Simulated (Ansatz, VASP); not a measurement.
## One calculation of CuO, two programs

```
CELL_PARAMETERS angstrom
1.99097 -2.15355 0.00000
1.99097 2.15355 0.00000
0.00000 0.00000 5.15593
ATOMIC_POSITIONS crystal
Cu 0.50000 0.00000 0.00000
Cu 0.00000 0.50000 0.50000
O 0.50000 0.50000 0.25000
O 0.50000 0.50000 0.75000
```

Alike in both runs: functional PBE0; k mesh 5 × 5 × 3; occupations fermi-dirac, width 0.05 eV; no spin polarisation.

|  | VASP | Ansatz |
| --- | --- | --- |
| version | VASP 6.6.1 | Ansatz 0.2.0 |
| potentials or method | VASP PAW PBE potentials, release 64 (Cu, O) | Ansatz PAW |
| plane-wave cutoff (eV) | 520 | 420 |
| valence electrons in the cell | 34 | 50 |
| task | single point | projected density of states |

```tsv
	VASP	Ansatz	Ansatz less VASP
gap on the k mesh at the Fermi level (eV)	none	none	-
pressure (GPa)	-3.1	-3.6	-0.53
traceless stress, the component that is largest in VASP (GPa)	0.61	0.86	+0.253
```

A gap of «none» marks a metal or a gap that the smearing closes. The functional is the same, so the differences come from potentials, cutoffs and numerics. VASP's potentials hold 34 valence electrons a cell and Ansatz's 50, so a difference there can come from the potentials and not from the codes.

The k mesh is coarse, so the values compare programs but aren't converged.
